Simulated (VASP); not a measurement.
# Rb (Im-3m) in VASP: a series of runs

Rb is run at these levels: PBE; tasks: single point, relaxation of cell and atoms.

Program: VASP 6.6.1. These are calculated values, not measurements. Logs are shortened: lines on timing, memory, paths and dates and some standing lists are left out, and cuts for length are marked.

**1. The cell of the first run**

It takes space group Im-3m (No. 229, cubic). The conventional cell has a = 5.672 Å, b = 5.672 Å, c = 5.672 Å, α = 90.00°, β = 90.00°, γ = 90.00°.

**2. Single point, PBE**

INCAR reads:

```
ALGO     = Normal         # electronic algorithm
EDIFF    = 1E-6           # SCF threshold, eV
ENCUT    = 520            # plane-wave cutoff, eV
GGA      = PE             # functional
ISIF     = 2              # what is computed and relaxed
ISMEAR   = -1             # smearing method
LASPH    = T              # aspherical terms in the spheres
LCHARG   = F              # write CHGCAR
LREAL    = F              # projectors in reciprocal space
LWAVE    = F              # write WAVECAR
NBANDS   = 10             # bands
NELM     = 80             # most SCF steps
PREC     = Accurate       # precision mode
SIGMA    = 0.05           # smearing width, eV
```

KPOINTS reads:

```
k-points
0
Gamma
  10 10 10
```

POSCAR reads:

```
Rb
1.0
   -2.8359004032      2.8359004032      2.8359004032
    2.8359004032     -2.8359004032      2.8359004032
    2.8359004032      2.8359004032     -2.8359004032
Rb
1
Direct
    0.0000000000      0.0000000000      0.0000000000
```

Potentials or basis: VASP PAW PBE potentials, release 64 (Rb_sv).

Command:

```
cat potpaw_PBE.64/Rb_sv/POTCAR > POTCAR
mpirun -np 1 vasp_std > vasp.out
```

OUTCAR:

```text
EDIFF = 1E-6
   ENCUT = 520
   GGA = PE
   ISIF = 2
   ISMEAR = -1
   LASPH = T
   LREAL = F
   NELM = 80
   PREC = Accurate

 ion  position               nearest neighbor table
   1  0.000  0.000  0.000-

  LATTYP: Found a body centered cubic cell.
 ALAT       =     5.6718008064

  Lattice vectors:

 A1 = (  -2.8359004032,   2.8359004032,   2.8359004032)
 A2 = (   2.8359004032,  -2.8359004032,   2.8359004032)
 A3 = (   2.8359004032,   2.8359004032,  -2.8359004032)

Analysis of symmetry for initial positions (statically):
=====================================================================
 Subroutine PRICEL returns:
 Original cell was already a primitive cell.

 Routine SETGRP: Setting up the symmetry group for a
 body centered cubic supercell.

 Subroutine GETGRP returns: Found 48 space group operations
 (whereof 48 operations were pure point group operations)
 out of a pool of 48 trial point group operations.

The static configuration has the point symmetry O_h .

Analysis of symmetry for dynamics (positions and initial velocities):
=====================================================================
 Subroutine PRICEL returns:
 Original cell was already a primitive cell.

 Routine SETGRP: Setting up the symmetry group for a
 body centered cubic supercell.

 Subroutine GETGRP returns: Found 48 space group operations
 (whereof 48 operations were pure point group operations)
 out of a pool of 48 trial point group operations.

The dynamic configuration has the point symmetry O_h .

 Subroutine INISYM returns: Found 48 space group operations
 (whereof 48 operations are pure point group operations),
 and found     1 'primitive' translations

----------------------------------------------------------------------------------------

                                     Primitive cell

  volume of cell :      91.2290

  direct lattice vectors                    reciprocal lattice vectors
    -2.835900403  2.835900403  2.835900403     0.000000000  0.176310846  0.176310846
     2.835900403 -2.835900403  2.835900403     0.176310846  0.000000000  0.176310846
     2.835900403  2.835900403 -2.835900403     0.176310846  0.176310846  0.000000000

  length of vectors
     4.911923584  4.911923584  4.911923584     0.249341190  0.249341190  0.249341190

  position of ions in fractional coordinates (direct lattice)
     0.000000000  0.000000000  0.000000000

  ion indices of the primitive-cell ions
   primitive index   ion index
                 1           1

----------------------------------------------------------------------------------------

 KPOINTS: k-points

Automatic generation of k-mesh.
 Grid dimensions read from file:
 generate k-points for:   10   10   10

 Generating k-lattice:

  Cartesian coordinates                     Fractional coordinates (reciprocal lattice)
     0.000000000  0.017631085  0.017631085     0.100000000  0.000000000  0.000000000
     0.017631085  0.000000000  0.017631085     0.000000000  0.100000000  0.000000000
     0.017631085  0.017631085  0.000000000     0.000000000  0.000000000  0.100000000

  Length of vectors
     0.024934119  0.024934119  0.024934119

  Shift w.r.t. Gamma in fractional coordinates (k-lattice)
     0.000000000  0.000000000  0.000000000

 Subroutine IBZKPT returns following result:
 ===========================================

 Found     47 irreducible k-points:

 Following reciprocal coordinates:
            Coordinates               Weight
  0.000000  0.000000  0.000000      1.000000
  0.100000  0.000000  0.000000     12.000000
  0.200000  0.000000  0.000000     12.000000
  0.300000  0.000000  0.000000     12.000000
  0.400000  0.000000  0.000000     12.000000
  0.500000  0.000000  0.000000      6.000000
[... 16 lines left out ...]
  0.300000  0.300000  0.100000      8.000000
 -0.300000  0.300000  0.100000     24.000000
 [... further k-points ...]
   k-points           NKPTS =     47   k-points in BZ     NKDIM =     47   number of bands    NBANDS=     10
   number of dos      NEDOS =    301   number of ions     NIONS =      1
   total plane-waves  NPLWV =  64000
   dimension x,y,z NGX =    40 NGY =   40 NGZ =   40
   dimension x,y,z NGXF=    80 NGYF=   80 NGZF=   80
   ions per type =               1
   NGX,Y,Z   is equivalent  to a cutoff of  13.54, 13.54, 13.54 a.u.
   NGXF,Y,Z  is equivalent  to a cutoff of  27.08, 27.08, 27.08 a.u.
 SYSTEM =  unknown system
   PREC   = accura    normal or accurate (medium, high low for compatibility)
   ISTART =      0    job   : 0-new  1-cont  2-samecut
   ICHARG =      2    charge: 1-file 2-atom 10-const
   ISPIN  =      1    spin polarized calculation?
   LNONCOLLINEAR =      F non collinear calculations
   LSORBIT =      F    spin-orbit coupling
   LASPH  =      T    aspherical Exc in radial PAW
   ENCUT  =  520.0 eV  38.22 Ry    6.18 a.u.   9.13  9.13  9.13*2*pi/ulx,y,z
   NELM   =     80;   NELMIN=  2; NELMDL= -5     # of ELM steps
   EDIFF  = 0.1E-05   stopping-criterion for ELM
   LREAL  =      F    real-space projection
   EDIFFG = 0.1E-04   stopping-criterion for IOM
   NSW    =      0    number of steps for IOM
   IBRION =     -1    ionic relax: 0-MD 1-quasi-New 2-CG
   NFREE  =      0    steps in history (QN), initial steepest desc. (CG)
   ISIF   =      2    stress and relaxation
   ISYM   =      2    0-nonsym 1-usesym 2-fastsym
   POTIM  = 0.5000    time-step for ionic-motion
   TEBEG  =    0.0;   TEEND  =   0.0 temperature during run
   PSTRESS=    0.0 pullay stress
   NELECT =       9.0000    total number of electrons
   NUPDOWN=      -1.0000    fix difference up-down
   EMIN   =  10.00;   EMAX   =-10.00  energy-range for DOS
   EFERMI =   0.00;   METHOD = LEGACY
   ISMEAR =    -1;   SIGMA  =   0.05  broadening in eV -4-tet -1-fermi 0-gaus
   EFERMI_NEDOS =   21; number of points for ismear=-14 and -15
   IALGO  =     38    algorithm
   IMIX   =      4    mixing-type and parameters
     AMIX     =   0.40;   BMIX     =  1.00
     AMIX_MAG =   1.60;   BMIX_MAG =  1.00
  volume/ion in A,a.u.               =      91.23       615.64
  Fermi-wavevector in a.u.,A,eV,Ry     =   0.756446  1.429476  7.785401  0.572211
  Thomas-Fermi vector in A             =   1.854569
   LORBIT       =      0    0 simple, 1 ext, 2 COOP (PROOUT), +10 PAW based schemes
   GGA     = PE    functional components
   LHFCALC =     F    Hartree Fock is set to
   AEXX    =    0.0000 exact exchange contribution
   IVDW    =     0    specifies the selected vdW correction
   LEPSILON=     F    determine dielectric tensor
   LRPA    =     F    only Hartree local field effects (RPA)
 non-spin polarized calculation
  energy-cutoff  :      520.00
  volume of cell :       91.23
 maximum number of plane-waves:      2491
 NGX is ok and might be reduce to    40
   NGX = 19   NGY = 19   NGZ = 19

 number of electron       9.0000000 magnetization

 Free energy of the ion-electron system (eV)
  ---------------------------------------------------
  ext. energy  EPLUGINS =         0.00000000
  ---------------------------------------------------
  free energy    TOTEN  =        -0.93771177 eV

  energy without entropy =       -0.92834130  energy(sigma->0) =       -0.93302654

 E-fermi :   0.0078     XC(G=0):  -5.4605

 val. band max:        0.0060867380   @ k =  -0.3000   0.4000   0.2000
 cond. band min:       0.0884594021   @ k =  -0.4000   0.4000   0.2000
 fundamental gap:      0.0823726641
 Fermi energy:         0.0077839807

 k-point     1 :       0.0000    0.0000    0.0000
  band No.  band energies     occupation
      1     -28.8979      2.00000
      2     -12.9404      2.00000
      3     -12.9404      2.00000
      4     -12.9404      2.00000
      5      -1.9625      2.00000
      6       3.6828      0.00000
      7       3.6828      0.00000
      8       3.6828      0.00000
      9       4.6142      0.00000
     10       4.6142      0.00000

 k-point     2 :       0.1000    0.0000    0.0000
  band No.  band energies     occupation
      1     -28.8975      2.00000
      2     -12.9497      2.00000
      3     -12.9435      2.00000
      4     -12.9404      2.00000
      5      -1.8448      2.00000
      6       3.4909      0.00000
      7       3.5208      0.00000
      8       3.7911      0.00000
      9       4.3973      0.00000
     10       4.5702      0.00000

 k-point     3 :       0.2000    0.0000    0.0000
  band No.  band energies     occupation
      1     -28.8965      2.00000
      2     -12.9737      2.00000
      3     -12.9514      2.00000
      4     -12.9404      2.00000
      5      -1.5022      2.00000
      6       2.8496      0.00000
      7       3.1866      0.00000
      8       4.1108      0.00000
      9       4.3796      0.00000
     10       4.5211      0.00000

 k-point     4 :       0.3000    0.0000    0.0000
  band No.  band energies     occupation
      1     -28.8952      2.00000
      2     -13.0029      2.00000
      3     -12.9612      2.00000
      4     -12.9404      2.00000
      5      -0.9669      2.00000
      6       2.0881      0.00000
      7       2.8722      0.00000
      8       4.4720      0.00000
      9       4.5792      0.00000
     10       4.6261      0.00000
[... 222 lines left out ...]
 k-point    22 :      -0.2000    0.2000    0.1000
  band No.  band energies     occupation
      1     -28.8961      2.00000
      2     -12.9736      2.00000
      3     -12.9546      2.00000
      4     -12.9479      2.00000
      5      -1.3900      2.00000
      6       2.8813      0.00000
      7       3.1904      0.00000
      8       3.6980      0.00000
      9       4.1130      0.00000
     10       5.0077      0.00000

 k-point    23 :       0.3000    0.3000    0.1000
  band No.  band energies     occupation
      1     -28.8935      2.00000
      2     -12.9997      2.00000
      3     -12.9997      2.00000
      4     -12.9600      2.00000
      5       1.1443      0.00000
      6       1.1443      0.00000
      7       1.2929      0.00000
      8       3.2710      0.00000
      9       5.1571      0.00000
     10       5.1571      0.00000

 k-point    24 :      -0.3000    0.3000    0.1000
  band No.  band energies     occupation
      1     -28.8949      2.00000
      2     -13.0016      2.00000
      3     -12.9645      2.00000
      4     -12.9475      2.00000
      5      -0.8605      2.00000
      6       2.1221      0.00000
      7       2.9104      0.00000
      8       3.7600      0.00000
      9       4.6174      0.00000
     10       5.0372      0.00000

 [... further k-points ...]
[... 5 lines left out ...]
  --------------------------------------------------------------------------------------
  -------------------------------------------------------------------------------------
  Total        0.0013663      0.0013663      0.0013663      0.0000000      0.0000000      0.0000000
  in kB        0.0239945      0.0239945      0.0239945      0.0000000      0.0000000      0.0000000
  external PRESSURE =       0.0239945 kB  Pullay stress =       0.0000000 kB

 VOLUME and BASIS-vectors are now :
 -----------------------------------------------------------------------------
  energy-cutoff  :      520.00
  volume of cell :       91.23
      direct lattice vectors                 reciprocal lattice vectors
    -2.835900403  2.835900403  2.835900403     0.000000000  0.176310846  0.176310846
     2.835900403 -2.835900403  2.835900403     0.176310846  0.000000000  0.176310846
     2.835900403  2.835900403 -2.835900403     0.176310846  0.176310846  0.000000000

 POSITION                                       TOTAL-FORCE (eV/Angst)
 -----------------------------------------------------------------------------------
      0.00000      0.00000      0.00000         0.000000      0.000000     -0.000000
 -----------------------------------------------------------------------------------
    total drift:                               -0.000000      0.000000     -0.000000

  FREE ENERGIE OF THE ION-ELECTRON SYSTEM (eV)
  ---------------------------------------------------
  free  energy   TOTEN  =        -0.9377117701 eV

  energy  without entropy=       -0.9283413046  energy(sigma->0) =       -0.93302654
```

Wall time 24 s (1 thread of Intel Xeon 6975P-C, shared host); peak memory 0.24 GiB.

Results:

- Free energy: -0.9377 eV
- Pressure: 0.0 GPa

Levels at points of the mesh, in eV from the Fermi level:
```
           k point  band 1  band 2  band 3  band 4  band 5  band 6  band 7  band 8  band 9  band 10
(0.00, 0.00, 0.00)  -28.91  -12.95  -12.95  -12.95   -1.97    3.68    3.68    3.68    4.61     4.61
(0.50, 0.00, 0.00)  -28.90  -13.04  -12.98  -12.95    0.24    0.78    2.58    4.25    5.15     5.22
(0.50, 0.50, 0.50)  -28.90  -13.02  -13.02  -13.02    1.26    1.26    3.24    3.24    3.24     4.78
```

(Part 1 of 2 ends here.)
